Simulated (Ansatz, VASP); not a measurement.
## One calculation of Al3N, two programs

The input INCAR:

```
  PREC = Accurate
  ENCUT = 520
  EDIFF = 1E-7
  ISMEAR = 0
  SIGMA = 0.1
  LREAL = False
  LASPH = True
  NELM = 150
  ALGO = Normal
  ISIF = 2
  LWAVE = False
  LCHARG = True
  ISPIN = 2
  MAGMOM = 0 0 0 3
  LORBIT = 11
  LDIPOL = True
  IDIPOL = 3
  DIPOL = 0.5 0.5 0.361
  GGA = PE
  LELF = True
  LVHAR = True
  LVACPOTAV = True
  NBANDS = 19
```

KPOINTS

```
Automatic mesh
0
Gamma
  9 9 1
```

File POSCAR:

```
Al3N
1.0
    2.8567582919      0.0000000000      0.0000000000
   -1.4283791460      2.4740252533      0.0000000000
    0.0000000000      0.0000000000     21.6013781961
Al N
3 1
Direct
    0.6666666667      0.3333333333      0.1851733701
    0.3333333333      0.6666666667      0.2916813827
    0.0000000000      0.0000000000      0.3981865471
    0.0000000000      0.0000000000      0.5680831142
```

Input for Ansatz:

```yaml
crystal:
  lattice:
    - [2.8567582919, 0.0, 0.0]
    - [-1.428379146, 2.4740252533, 0.0]
    - [0.0, 0.0, 21.6013781961]
  atoms:
    - { symbol: Al, position: [0.6666666667, 0.3333333333, 0.1851733701] }
    - { symbol: Al, position: [0.3333333333, 0.6666666667, 0.2916813827] }
    - { symbol: Al, position: [0.0, 0.0, 0.3981865471] }
    - { symbol: "N", position: [0.0, 0.0, 0.5680831142], spin: 3.0 }
basis:
  ecutwfc: 420
kpoints:
  mp_grid: { grid: [9, 9, 1] }
hamiltonian:
  xc: pbe
  pseudopotentials: { kind: paw, azcp: { folder: soft_1 } }
scf:
  occupations: { method: gaussian, width: 0.1 }
output:
  forces: true
  eigenvalues: true
  populations: true
magnetization:
  spin_polarized: true
efield:
  axis: 3
  dipole_correction: true
  ramp_width: 0.04
```

Alike in both runs: task single point; functional PBE; k mesh 9 × 9 × 1; occupations gaussian, width 0.1 eV; collinear spin.

|  | VASP | Ansatz |
| --- | --- | --- |
| version | VASP 6.6.1 | Ansatz 0.2.0 |
| potentials or method | VASP PAW PBE potentials, release 64 (Al, N), cutoff 520 eV | scalar-relativistic, plane waves, PAW |
| valence electrons in the cell | 14 | 14 |

```tsv
	VASP	Ansatz	Ansatz less VASP
gap on the k mesh at the Fermi level (eV)	none	none	-
rms of the force components (eV/Å)	0.118	0.118	+0.0001
net moment per atom (μB)	0.70	0.70	0.000
size of the moment on the site where the two differ most (μB)	1.93	2.67	+0.743
work function, face that differs most (eV)	3.95	3.95	+0.002
```

Site moments also hang on the region over which each program counts them. Atom by atom the forces differ by 0.000 eV/Å (rms over components). A gap of «none» marks a metal or a gap that the smearing closes.
